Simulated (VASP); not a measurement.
# Si2Mo (I4/mmm) in VASP: relaxation of shape and atoms at fixed volume with PBE

Aim: the relaxation of shape and atoms at fixed volume of Si2Mo with PBE.

All numbers are computed with VASP 6.6.1; they aren't measurements. Logs are shortened: lines on timing, memory, paths and dates and some standing lists are left out, and cuts for length are marked.

### Step 1. The cell of the first run

Symmetry: I4/mmm, No. 139, tetragonal system. Conventional cell: a = 3.075 Å, b = 3.075 Å, c = 7.580 Å, α = 90.00°, β = 90.00°, γ = 90.00°. Within 3.3 Å of Si (site symmetry 4mm) lie 5 Mo at 2.51 to 2.53 Å and 9 Si at 2.52 to 3.08 Å. Mo (site symmetry 4/mmm) has 10 Si at 2.51 to 2.53 Å and 4 Mo at 3.08 Å within 3.3 Å.

### Step 2. Relaxation of shape and atoms at fixed volume, PBE (11.95 Å³/atom)

The input, INCAR:

```
SYSTEM = Si2Mo
ALGO = Fast
EDIFF = 1E-7
EDIFFG = -0.01
ENCUT = 600
GGA = PE
IBRION = 2
ISIF = 4
ISMEAR = 0
LASPH = .TRUE.
LCHARG = .FALSE.
LREAL = .FALSE.
LWAVE = .FALSE.
NELM = 80
NSW = 50
PREC = Accurate
SIGMA = 0.1
```

The input, KPOINTS:

```
k-points
0
G
  18 18 18
  0 0 0
```

The input, POSCAR:

```
Si2Mo
1.0
   -1.5376917501      1.5376917501      3.7901497748
    1.5376917501     -1.5376917501      3.7901497748
    1.5376917501      1.5376917501     -3.7901497748
Si Mo
2 1
Direct
    0.3338155713      0.3338155713      0.0000000000
    0.6661844287      0.6661844287      0.0000000000
    0.0000000000      0.0000000000      0.0000000000
```

Potentials or basis: VASP PAW PBE potentials, release 64 (Si, Mo_sv).

Command:

```sh
$ cat potpaw_PBE.64/Si/POTCAR potpaw_PBE.64/Mo_sv/POTCAR > POTCAR
$ mpirun -np 1 vasp_std > vasp.out
```

OUTCAR:

```text
SYSTEM = Si2Mo
   EDIFF = 1E-7
   EDIFFG = -0.01
   ENCUT = 600
   GGA = PE
   IBRION = 2
   ISIF = 4
   ISMEAR = 0
   LASPH = .TRUE.
   LREAL = .FALSE.
   NELM = 80
   NSW = 50
   PREC = Accurate

 ion  position               nearest neighbor table
   1  0.334  0.334  0.000-   3 2.51   3 2.51   3 2.51   3 2.51   2 2.52   2 2.52   2 2.52   2 2.52
                             2 2.52   3 2.53
   2  0.666  0.666  0.000-   3 2.51   3 2.51   3 2.51   3 2.51   1 2.52   1 2.52   1 2.52   1 2.52
                             1 2.52   3 2.53
   3  0.000  0.000  0.000-   2 2.51   2 2.51   1 2.51   2 2.51   1 2.51   1 2.51   2 2.51   1 2.51
                             1 2.53   2 2.53

  LATTYP: Found a body centered tetragonal cell.
 ALAT       =     3.0753835002
 C/A-ratio  =     2.4648306623

  Lattice vectors:

 A1 = (  -1.5376917501,   1.5376917501,   3.7901497748)
 A2 = (   1.5376917501,  -1.5376917501,   3.7901497748)
 A3 = (   1.5376917501,   1.5376917501,  -3.7901497748)

Analysis of symmetry for initial positions (statically):
=====================================================================
 Subroutine PRICEL returns:
 Original cell was already a primitive cell.

 Routine SETGRP: Setting up the symmetry group for a
 body centered tetragonal supercell.

 Subroutine GETGRP returns: Found 16 space group operations
 (whereof 16 operations were pure point group operations)
 out of a pool of 16 trial point group operations.

The static configuration has the point symmetry D_4h.

Analysis of symmetry for dynamics (positions and initial velocities):
=====================================================================
 Subroutine PRICEL returns:
 Original cell was already a primitive cell.

 Routine SETGRP: Setting up the symmetry group for a
 body centered tetragonal supercell.

 Subroutine GETGRP returns: Found 16 space group operations
 (whereof 16 operations were pure point group operations)
 out of a pool of 16 trial point group operations.

The dynamic configuration has the point symmetry D_4h.

 Subroutine INISYM returns: Found 16 space group operations
 (whereof 16 operations are pure point group operations),
 and found     1 'primitive' translations

----------------------------------------------------------------------------------------

                                     Primitive cell

  volume of cell :      35.8472

  direct lattice vectors                    reciprocal lattice vectors
    -1.537691750  1.537691750  3.790149775     0.000000000  0.325162699  0.131920908
     1.537691750 -1.537691750  3.790149775     0.325162699  0.000000000  0.131920908
     1.537691750  1.537691750 -3.790149775     0.325162699  0.325162699  0.000000000

  length of vectors
     4.369694171  4.369694171  4.369694171     0.350904413  0.350904413  0.459849499

  position of ions in fractional coordinates (direct lattice)
     0.333815571  0.333815571  0.000000000
     0.666184429  0.666184429  0.000000000
     0.000000000  0.000000000  0.000000000

  ion indices of the primitive-cell ions
   primitive index   ion index
                 1           1
                 2           2
                 3           3

----------------------------------------------------------------------------------------

 KPOINTS: k-points

Automatic generation of k-mesh.
 Grid dimensions read from file:
 generate k-points for:   18   18   18

 Generating k-lattice:

  Cartesian coordinates                     Fractional coordinates (reciprocal lattice)
     0.000000000  0.018064594  0.007328939     0.055555556  0.000000000  0.000000000
     0.018064594  0.000000000  0.007328939     0.000000000  0.055555556  0.000000000
     0.018064594  0.018064594  0.000000000     0.000000000  0.000000000  0.055555556

  Length of vectors
     0.019494690  0.019494690  0.025547194

  Shift w.r.t. Gamma in fractional coordinates (k-lattice)
     0.000000000  0.000000000  0.000000000

 Subroutine IBZKPT returns following result:
 ===========================================

 Found    480 irreducible k-points:

 Following reciprocal coordinates:
            Coordinates               Weight
  0.000000  0.000000  0.000000      1.000000
  0.055556  0.000000  0.000000      8.000000
  0.111111  0.000000  0.000000      8.000000
  0.166667  0.000000  0.000000      8.000000
  0.222222 -0.000000  0.000000      8.000000
  0.277778  0.000000 -0.000000      8.000000
[... 16 lines left out ...]
 -0.277778  0.055556  0.000000     16.000000
 -0.222222  0.055556 -0.000000     16.000000
 [... further k-points ...]
   k-points           NKPTS =    480   k-points in BZ     NKDIM =    480   number of bands    NBANDS=     15
   number of dos      NEDOS =    301   number of ions     NIONS =      3
   total plane-waves  NPLWV =  46656
   dimension x,y,z NGX =    36 NGY =   36 NGZ =   36
   dimension x,y,z NGXF=    72 NGYF=   72 NGZF=   72
   ions per type =               2   1
   NGX,Y,Z   is equivalent  to a cutoff of  13.70, 13.70, 13.70 a.u.
   NGXF,Y,Z  is equivalent  to a cutoff of  27.39, 27.39, 27.39 a.u.
 SYSTEM =  Si2Mo
   PREC   = accura    normal or accurate (medium, high low for compatibility)
   ISTART =      0    job   : 0-new  1-cont  2-samecut
   ICHARG =      2    charge: 1-file 2-atom 10-const
   ISPIN  =      1    spin polarized calculation?
   LNONCOLLINEAR =      F non collinear calculations
   LSORBIT =      F    spin-orbit coupling
   LASPH  =      T    aspherical Exc in radial PAW
   ENCUT  =  600.0 eV  44.10 Ry    6.64 a.u.   8.73  8.73  8.73*2*pi/ulx,y,z
   NELM   =     80;   NELMIN=  2; NELMDL= -5     # of ELM steps
   EDIFF  = 0.1E-06   stopping-criterion for ELM
   LREAL  =      F    real-space projection
   EDIFFG = -.1E-01   stopping-criterion for IOM
   NSW    =     50    number of steps for IOM
   IBRION =      2    ionic relax: 0-MD 1-quasi-New 2-CG
   NFREE  =      1    steps in history (QN), initial steepest desc. (CG)
   ISIF   =      4    stress and relaxation
   ISYM   =      2    0-nonsym 1-usesym 2-fastsym
   POTIM  = 0.5000    time-step for ionic-motion
   TEBEG  =    0.0;   TEEND  =   0.0 temperature during run
   PSTRESS=    0.0 pullay stress
   NELECT =      22.0000    total number of electrons
   NUPDOWN=      -1.0000    fix difference up-down
   EMIN   =  10.00;   EMAX   =-10.00  energy-range for DOS
   EFERMI =   0.00;   METHOD = LEGACY
   ISMEAR =     0;   SIGMA  =   0.10  broadening in eV -4-tet -1-fermi 0-gaus
   EFERMI_NEDOS =   21; number of points for ismear=-14 and -15
   IALGO  =     68    algorithm
   IMIX   =      4    mixing-type and parameters
     AMIX     =   0.40;   BMIX     =  1.00
     AMIX_MAG =   1.60;   BMIX_MAG =  1.00
  volume/ion in A,a.u.               =      11.95        80.64
  Fermi-wavevector in a.u.,A,eV,Ry     =   1.391225  2.629034 26.334176  1.935507
  Thomas-Fermi vector in A             =   2.515085
   LORBIT       =      0    0 simple, 1 ext, 2 COOP (PROOUT), +10 PAW based schemes
   GGA     = PE    functional components
   LHFCALC =     F    Hartree Fock is set to
   AEXX    =    0.0000 exact exchange contribution
   IVDW    =     0    specifies the selected vdW correction
   LEPSILON=     F    determine dielectric tensor
   LRPA    =     F    only Hartree local field effects (RPA)
 conjugate gradient relaxation of ions
 non-spin polarized calculation
 RMM-DIIS sequential band-by-band and
 Gauss-broadening in eV      SIGMA  =   0.10
  energy-cutoff  :      600.00
  volume of cell :       35.85
 maximum number of plane-waves:      1216
   NGX = 17   NGY = 17   NGZ = 17

--------------------------------------- Ionic step        1  -------------------------------------------

 number of electron      22.0000001 magnetization

 Free energy of the ion-electron system (eV)
  ---------------------------------------------------
  ext. energy  EPLUGINS =         0.00000000
  ---------------------------------------------------
  free energy    TOTEN  =       -22.78430965 eV

  energy without entropy =      -22.78317451  energy(sigma->0) =      -22.78374208

------------------------ aborting loop because EDIFF is reached ----------------------------------------

  FORCE on cell =-STRESS in cart. coord.  units (eV):
  Direction    XX          YY          ZZ          XY          YZ          ZX
  --------------------------------------------------------------------------------------
  -------------------------------------------------------------------------------------
  Total        7.7241284      7.7241284      7.9942187      0.0000000      0.0000000      0.0000000
  in kB      345.2273003    345.2273003    357.2988961      0.0000000      0.0000000      0.0000000
  external PRESSURE =     349.2511655 kB  Pullay stress =       0.0000000 kB
[... 96 lines left out ...]
  energy  without entropy=      -22.7837765642  energy(sigma->0) =      -22.78431685

--------------------------------------- Ionic step        4  -------------------------------------------

 number of electron      22.0000001 magnetization

 Free energy of the ion-electron system (eV)
  ---------------------------------------------------
  ext. energy  EPLUGINS =         0.00000000
  ---------------------------------------------------
  free energy    TOTEN  =       -22.78487351 eV

  energy without entropy =      -22.78380103  energy(sigma->0) =      -22.78433727

 E-fermi :  14.0825     XC(G=0): -12.9873

 val. band max:       14.0687583024   @ k =  -0.4444   0.5000   0.2778
 cond. band min:      14.0910713149   @ k =  -0.3889   0.5000   0.3333
 fundamental gap:      0.0223130125
 Fermi energy:        14.0825312688

 k-point     1 :       0.0000    0.0000    0.0000
  band No.  band energies     occupation
      1     -46.5009      2.00000
      2     -20.7608      2.00000
      3     -20.5806      2.00000
      4     -20.5806      2.00000
      5      -0.2940      2.00000
      6       6.9705      2.00000
      7      10.4679      2.00000
      8      10.7268      2.00000
      9      11.1273      2.00000
     10      11.1273      2.00000
     11      14.5806      0.00000
     12      16.7639      0.00000
     13      17.9931      0.00000
     14      18.1226      0.00000
     15      18.1226      0.00000
[... 397 lines left out ...]
 k-point    24 :      -0.2222    0.0556   -0.0000
  band No.  band energies     occupation
      1     -46.4864      2.00000
      2     -20.7510      2.00000
      3     -20.7430      2.00000
      4     -20.5766      2.00000
      5       0.6659      2.00000
      6       7.2224      2.00000
      7       8.4806      2.00000
      8      10.4591      2.00000
      9      11.1455      2.00000
     10      12.0735      2.00000
     11      12.6599      2.00000
     12      16.3634      0.00000
     13      16.8973      0.00000
     14      18.4722      0.00000
     15      18.9710      0.00000

 [... further k-points ...]

------------------------ aborting loop because EDIFF is reached ----------------------------------------

  FORCE on cell =-STRESS in cart. coord.  units (eV):
  Direction    XX          YY          ZZ          XY          YZ          ZX
  --------------------------------------------------------------------------------------
  -------------------------------------------------------------------------------------
  Total        7.7704380      7.7704380      7.7943899      0.0000000      0.0000000      0.0000000
  in kB      347.2970942    347.2970942    348.3676184      0.0000000      0.0000000      0.0000000
  external PRESSURE =     347.6539356 kB  Pullay stress =       0.0000000 kB
[... 18 lines left out ...]
  FREE ENERGIE OF THE ION-ELECTRON SYSTEM (eV)
  ---------------------------------------------------
  free  energy   TOTEN  =       -22.7848735107 eV

  energy  without entropy=      -22.7838010333  energy(sigma->0) =      -22.78433727

 reached required accuracy - stopping structural energy minimisation
```

It took 28 min on 1 thread of Oxide Virtual Turin-like, shared host; peak memory 0.44 GiB.

What came out:

```yaml
Free_energy: -22.7849 eV
Energy_gained_by_relaxing: 0.2 meV/atom
Ionic_steps: 4
Pressure_after_relaxing: 34.8 GPa
Largest_force_after_relaxing: 0.008 eV/Å
Band_gap_on_the_k_mesh: zero (bands 11 and 12 overlap by 1.07 eV)
```

Forces in eV/Å, atoms in the order of the input:
```
Si   0.000  0.000  0.008
Si   0.000  0.000 -0.008
Mo   0.000  0.000  0.000
```

Stress tensor (GPa, compression positive):
```
34.73  0.00  0.00
 0.00 34.73  0.00
 0.00  0.00 34.84
```

Step by step:
```csv
step,energy change (eV),largest force (eV/Å),pressure (GPa),volume (Å³)
1,0.0000,0.0940,34.93,35.85
2,-0.0004,0.0191,34.71,35.85
3,-0.0005,0.0180,34.79,35.85
4,-0.0006,0.0083,34.77,35.85
```

Final structure:
```
Si Mo
1.0
    -1.53655    1.53655    3.79579
     1.53655   -1.53655    3.79579
     1.53655    1.53655   -3.79579
Si Mo
2 1
Direct
  0.33329 0.33329 0.00000
  0.66671 0.66671 0.00000
  0.00000 0.00000 0.00000
```

The gap in the log of VASP goes by the Fermi energy; the results here count the filled bands.